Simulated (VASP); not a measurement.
Set up this calculation in VASP 6.6.1, as the native input.

| Quantity | Value |
| --- | --- |
| Task | single point |
| Functional | LDA |
| Potentials or basis | VASP PAW LDA potentials, release 64 (Re, Sb) |
| Cutoff | 520 eV |
| k mesh | 12 × 12 × 12 |
| Occupations | fermi-dirac, width 0.08 eV |
| Spin | no spin polarisation |
| Dipole correction | no |
| Further INCAR settings | ALGO = Normal; EDIFF = 1e-06; NBANDS = 13 |

The structure of ReSb (rocksalt type) lies in POSCAR:

```
ReSb
1.0
    0.0000000000      2.6854092159      2.6854092159
    2.6854092159      0.0000000000      2.6854092159
    2.6854092159      2.6854092159      0.0000000000
Re Sb
1 1
Direct
    0.0000000000      0.0000000000      0.0000000000
    0.5000000000      0.5000000000      0.5000000000
```

The input as run:

INCAR

```
PREC = Accurate
ENCUT = 520
EDIFF = 1E-6
ISMEAR = -1
SIGMA = 0.08
LREAL = F
LASPH = T
NELM = 100
ALGO = Normal
ISIF = 2
LWAVE = F
LCHARG = F
NBANDS = 13
```

KPOINTS

```
regular mesh
0
Gamma
  12 12 12
```

Potentials or basis: VASP PAW LDA potentials, release 64 (Re, Sb).

Command:

```sh
$ cat potpaw_LDA.64/Re/POTCAR potpaw_LDA.64/Sb/POTCAR > POTCAR
$ mpirun -np 1 vasp_std > vasp.out
```

It gave:

| Item | Value |
| --- | --- |
| Pressure | 0.6 GPa |
| Band gap on the k mesh | zero (bands 6 and 7 overlap by 0.16 eV) |

Caveat: spin-orbit coupling is left out, which moves the levels of the heavy elements.

Run time: 30 s on 1 thread of Intel Xeon 8259CL, with other jobs on the host, peak memory 0.17 GiB.
